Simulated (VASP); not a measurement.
Set up this calculation in VASP 6.6.1, as the native input.

```yaml
Task: relaxation of cell and atoms
Functional: PBEsol
Potentials_or_basis: VASP PAW PBE potentials, release 64 (Sr_sv)
Cutoff: 600 eV
k_mesh: 7 × 7 × 10
Occupations: fermi-dirac, width 0.08 eV
Spin: no spin polarisation
Target_pressure: 36 GPa
Dipole_correction: no
Further_INCAR_settings: ALGO = Normal; EDIFF = 1e-06; IBRION = 2; EDIFFG = -0.005; NSW = 32; ISIF = 3
```

The structure of Sr lies in POSCAR:

```
Sr
1.0
    4.9949321813      0.0000000000      0.0000000000
   -2.4974660907      4.3257381592      0.0000000000
    0.0000000000      0.0000000000      2.9744269116
Sr
3
Direct
    0.0000000000      0.0000000000      0.0000000000
    0.3333333333      0.6666666667      0.5000000000
    0.6666666667      0.3333333333      0.5000000000
```

This isn't the form of Sr at room conditions, which is fcc.

One way to write it, as run:

INCAR

```
SYSTEM = Sr
PREC     = Accurate       ! precision mode
ENCUT    = 600            ! plane-wave cutoff, eV
EDIFF    = 1E-6           ! SCF threshold, eV
ISMEAR   = -1             ! smearing method
SIGMA    = 0.08           ! smearing width, eV
LREAL    = .False.        ! projectors in reciprocal space
LASPH    = .True.         ! aspherical terms in the spheres
NELM     = 80             ! most SCF steps
ALGO     = Normal         ! electronic algorithm
ISIF     = 3              ! what is computed and relaxed
LWAVE    = .False.        ! write WAVECAR
LCHARG   = .False.        ! write CHGCAR
GGA      = PS             ! functional
IBRION   = 2              ! ionic algorithm
NSW      = 32             ! ionic steps
EDIFFG   = -0.005         ! ionic threshold
PSTRESS  = 360.0
```

KPOINTS

```
regular mesh
0
Gamma
  7 7 10
  0 0 0
```

Potentials or basis: VASP PAW PBE potentials, release 64 (Sr_sv).

Run with:

```console
$ cat potpaw_PBE.64/Sr_sv/POTCAR > POTCAR
$ mpirun -np 1 vasp_std > vasp.out
```

Results of the run:

```yaml
Relaxed_volume: 21.64 Å³/atom
Relaxed_cell: a = 5.016 Å, b = 5.016 Å, c = 2.980 Å, α = 90.00°, β = 90.00°, γ = 120.00°
Space_group_after_relaxing_to_0.1_Å: P6/mmm (No. 191)
Energy_change_on_relaxing_the_run_minimises_the_enthalpy: -49.9 meV/atom
Ionic_steps: 5
Pressure_after_relaxing: 36.0 GPa
Band_gap_on_the_k_mesh: zero (bands 15 and 16 overlap by 2.30 eV)
```

Caveat: the cell is relaxed towards a set pressure, so the run minimises the enthalpy, not the energy; the PAW data sets were made with another functional, which shifts forces and pressure a little.

Run time: 3.6 min on 1 thread of AMD EPYC 7R43 64-Core Processor (Zen 3), with other jobs on the host, peak memory 0.19 GiB.
